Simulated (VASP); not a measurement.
A run of VASP 6.6.1 is set up as follows.

Contents of INCAR:

```
  ALGO = Normal
  EDIFF = 1E-7
  ENCUT = 520
  ISIF = 2
  ISMEAR = 0
  LASPH = True
  LCHARG = False
  LREAL = False
  LWAVE = False
  NBANDS = 25
  NELM = 60
  PREC = Accurate
  SIGMA = 0.05
```

The input KPOINTS:

```
k-points
0
Gamma
  6 6 10
```

POSCAR

```
SiO2
1.0
    4.0608360862      0.0000000000      0.0000000000
    0.0000000000      4.0608360862      0.0000000000
    0.0000000000      0.0000000000      2.6972073285
Si O
2 4
Direct
    0.5000000000      0.5000000000      0.5000000000
    0.0000000000      0.0000000000      0.0000000000
    0.6944252994      0.6944252994      0.0000000000
    0.1944252994      0.8055747006      0.5000000000
    0.3055747006      0.3055747006      0.0000000000
    0.8055747006      0.1944252994      0.5000000000
```

Potentials or basis: VASP PAW LDA potentials, release 64 (Si, O).

Run with:

```sh
$ cat potpaw_LDA.64/Si/POTCAR potpaw_LDA.64/O/POTCAR > POTCAR
$ mpirun -np 1 vasp_std > vasp.out
```

**Question.** Estimate the band gap on the k mesh.

**Answer.** 6.02 eV, direct.

**Question.** Estimate the pressure.

**Answer.** 11.5 GPa.

**Question.** What does it give for the largest force?

**Answer.** 0.381 eV/Å.

Stress tensor (GPa, compression positive):
```
16.52  0.00  0.00
 0.00 16.52  0.00
 0.00  0.00  1.45
```

 A k mesh can miss the band edges.
